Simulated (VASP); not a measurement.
# AlSn: single point with PBE

The system is AlSn.

```
CELL_PARAMETERS angstrom
4.27145 0.00000 0.00000
-2.13573 3.69918 0.00000
0.00000 0.00000 3.36462
ATOMIC_POSITIONS crystal
Al 0.00000 0.00000 0.00000
Sn 0.33333 0.66667 0.50000
```

```json
{
 "Program": "VASP 6.6.1",
 "Task": "single point",
 "Functional": "PBE",
 "Potentials or basis": "VASP PAW PBE potentials, release 64 (Al, Sn_d)",
 "Cutoff": "520 eV",
 "k mesh": "8 × 8 × 9",
 "Occupations": "methfessel-paxton, width 0.1 eV",
 "Spin": "no spin polarisation",
 "Dipole correction": "no",
 "Further INCAR settings": "ALGO = Normal; EDIFF = 1e-06; NBANDS = 16"
}
```

```
Pressure               : -2.3 GPa
Band gap on the k mesh : zero (an odd number of electrons rules out a gap without spin polarisation)
```

Stress tensor (GPa, compression positive):
```
-1.65  0.00  0.00
 0.00 -1.65  0.00
 0.00  0.00 -3.49
```

Levels at points of the mesh, in eV from the Fermi level:
```tsv
k point	band 4	band 5	band 6	band 7	band 8	band 9	band 10	band 11	band 12	band 13
(0.00, 0.00, 0.00)	-21.30	-21.30	-10.17	-0.25	-0.25	0.34	2.45	3.05	3.05	5.07
(0.50, 0.00, 0.00)	-21.30	-21.29	-8.46	-6.15	-1.77	0.53	4.17	6.19	6.89	7.53
```

Run time: 47 s on 1 thread of Intel Xeon 8259CL, on a shared host, peak memory 0.19 GiB.

Caveat: spin-orbit coupling is left out, which moves the levels of the heavy elements.
